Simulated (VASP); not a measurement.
Input of a VASP 6.6.1 run:

The input INCAR:

```
SYSTEM = H2CO2
PREC     = Accurate       ! precision mode
ENCUT    = 520            ! plane-wave cutoff, eV
EDIFF    = 1E-6           ! SCF threshold, eV
ISMEAR   = -1             ! smearing method
SIGMA    = 0.05           ! smearing width, eV
LREAL    = Auto         
LASPH    = .TRUE.         ! aspherical terms in the spheres
NELM     = 80             ! most SCF steps
ALGO     = Normal         ! electronic algorithm
ISIF     = 2              ! what is computed and relaxed
LWAVE    = .FALSE.        ! write WAVECAR
LCHARG   = .FALSE.        ! write CHGCAR
GGA      = PS             ! functional
NBANDS   = 98             ! bands
```

KPOINTS

```
regular mesh
0
G
  1 1 1
  0 0 0
```

Contents of POSCAR:

```
H2CO2
1.0
    7.3876590000      0.0000000000      0.0000000000
    0.0000000000      7.3876590000      0.0000000000
    0.0000000000      0.0000000000      7.3876590000
O C H
16 8 16
Direct
    0.3788209499      0.0879033534      0.8268925244
    0.3961471421      0.2402114120      1.0906567290
    0.0199657293      0.7737633803      0.9874846687
    0.1014935855      0.5178636426      0.8411460247
    0.4663588290      0.1374860426      0.4493033585
    0.7382852944      0.2789923032      0.3979068335
    1.0154637619     -0.0498669470      0.4765244308
    1.0363228731      0.1172766637      0.7252229698
    0.0774670298      0.5725359008      0.3921810685
    0.3764521346      0.5545735124      0.4758746986
    0.7739122772      0.5154812912      0.7835364356
    0.8022297727      0.7949202853      0.6962286700
   -0.1101025372      0.0994631723      0.0826919597
    0.0915987054      0.2693952171      0.2358392557
    0.7131623157      0.8186490470      0.2930021540
    0.5038537918      0.7744266485      0.0866174251
    0.4686328917      0.1482743045      0.9706593117
    0.1251140585      0.6282504377      0.9596274002
    0.6190594341      0.2201238579      0.4944191387
    1.1054652089      0.0612507968      0.5850703179
    0.2277446753      0.6240813226      0.4776073178
    0.7082893241      0.6605340068      0.7171283894
   -0.0438569241      0.2523126744      0.1464740048
    0.6046705729      0.7140015531      0.2033120370
    0.2445429601      0.1112395686      0.8314406499
    0.6046841090      0.1114832182      0.9800804287
   -0.0689392946      0.8033261958      0.8862347328
    0.2386818341      0.6231744048      1.0607149031
    0.4307183101      0.1559628023      0.3225920417
    0.6497457449      0.2266753243      0.6470655995
    0.9033308116     -0.1125796413      0.5255115321
    1.2537124412      0.0842756819      0.5544652237
    0.1015612659      0.4513473077      0.3121963263
    0.1923071977      0.7192806273      0.5736052517
    0.9172459097      0.5252002021      0.8018236900
    0.5653753104      0.6534546329      0.6881882339
   -0.0168930374      0.0112620250      0.1082345571
   -0.1196454790      0.3587740041      0.0894464674
    0.6871324191      0.9436142085      0.2559403459
    0.6479589813      0.5740384065      0.2025540161
```

Potentials or basis: VASP PAW PBE potentials, release 64 (O, C, H).

Launch:

```sh
$ cat potpaw_PBE.64/O/POTCAR potpaw_PBE.64/C/POTCAR potpaw_PBE.64/H/POTCAR > POTCAR
$ mpirun -np 1 vasp_gam > vasp.out
```

Estimate the pressure.

4.2 GPa.

Estimate the band gap on the k mesh.

3.89 eV.

Estimate the largest force.

3.360 eV/Å.

Forces in eV/Å, atoms in the order of the input:
```
O    1.029 -0.280  0.489
O    0.635 -0.392 -0.175
O    0.452 -0.097  0.147
O   -0.014 -1.133 -1.033
O    0.370  0.010  0.585
O   -0.238  0.218 -1.081
O    0.793  0.195 -1.176
O    0.255  0.528  0.980
O    1.066 -0.753 -0.962
O    1.106 -0.450 -0.747
O    0.166 -1.687  0.663
O    0.784  2.049 -0.097
O   -0.022  0.071  0.145
O    0.952 -0.118  0.906
O    0.835  0.578  1.580
O   -1.040 -0.036  0.028
C   -3.241  0.854  0.235
C    0.426  2.019  1.911
C    1.017 -0.009  2.101
C   -0.751 -1.110 -0.042
C   -1.252 -2.090 -0.602
C   -0.467 -0.633  0.305
C   -0.788 -0.282 -0.856
C    0.343 -0.045 -2.407
H   -0.243  0.528  0.060
H    2.152 -0.725 -0.436
H    0.198 -0.432 -0.447
H   -0.324 -0.017 -0.430
H    0.072  0.541 -1.202
H   -0.921 -0.305 -0.964
H    0.354  0.707  0.484
H   -0.995 -0.083 -0.405
H   -0.192  0.829  0.907
H   -0.466  2.309  1.641
H   -0.369 -0.303 -0.483
H   -0.929  0.032 -0.464
H    0.513 -1.536  0.230
H   -1.025  1.677 -0.273
H    0.033  0.355  0.078
H   -0.276 -0.981  0.807
```

Caveat: the k points lie up to 0.85 Å⁻¹ apart; the PAW data sets were made with another functional, which shifts forces and pressure a little.
